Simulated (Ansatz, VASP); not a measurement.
**Hg: VASP beside Ansatz**

Contents of INCAR:

```
SYSTEM = Hg
ALGO = Normal
EDIFF = 1E-6
ENCUT = 520
GGA = PE
ISIF = 2
ISMEAR = 0
LASPH = .TRUE.
LCHARG = .FALSE.
LREAL = .FALSE.
LWAVE = .FALSE.
NBANDS = 12
NELM = 100
PREC = Accurate
SIGMA = 0.1
```

The input KPOINTS:

```
k-points
0
G
  6 6 6
  0 0 0
```

Contents of POSCAR:

```
Hg
1.0
   -2.0696950000      2.0696950000      1.8022580000
    2.0696950000     -2.0696950000      1.8022580000
    2.0696950000      2.0696950000     -1.8022580000
Hg
1
Direct
    0.0000000000      0.0000000000      0.0000000000
```

Input for Ansatz:

```yaml
crystal:
  lattice:
    - [-2.069695, 2.069695, 1.802258]
    - [2.069695, -2.069695, 1.802258]
    - [2.069695, 2.069695, -1.802258]
  atoms:
    - { symbol: Hg, position: [0.0, 0.0, 0.0] }
basis:
  ecutwfc: 420
kpoints:
  mp_grid: { grid: [6, 6, 6] }
hamiltonian:
  xc: pbe
scf:
  occupations: { method: gaussian, width: 0.1 }
  lower_state_search: "off"
output:
  forces: true
  stress: true
  eigenvalues: true
```

Alike in both runs: task single point; functional PBE; k mesh 6 × 6 × 6; occupations gaussian, width 0.1 eV; no spin polarisation.

|  | VASP | Ansatz |
| --- | --- | --- |
| version | VASP 6.6.1 | Ansatz 0.2.0 |
| potentials or method | VASP PAW PBE potentials, release 64 (Hg), cutoff 520 eV | scalar-relativistic, plane waves, PAW |
| valence electrons in the cell | 12 | 20 |

|  | VASP | Ansatz | Ansatz less VASP |
| --- | --- | --- | --- |
| gap on the k mesh at the Fermi level (eV) | none | none | - |
| pressure (GPa) | -0.1 | -0.2 | -0.08 |
| traceless stress, the component that is largest in VASP (GPa) | 0.25 | 0.26 | +0.015 |

A gap of «none» marks a metal or a gap that the smearing closes. VASP's potentials hold 12 valence electrons a cell and Ansatz's 20, so a difference there can come from the potentials and not from the codes.

The k mesh is coarse, so the values compare programs but aren't converged. Spin-orbit coupling is off throughout.
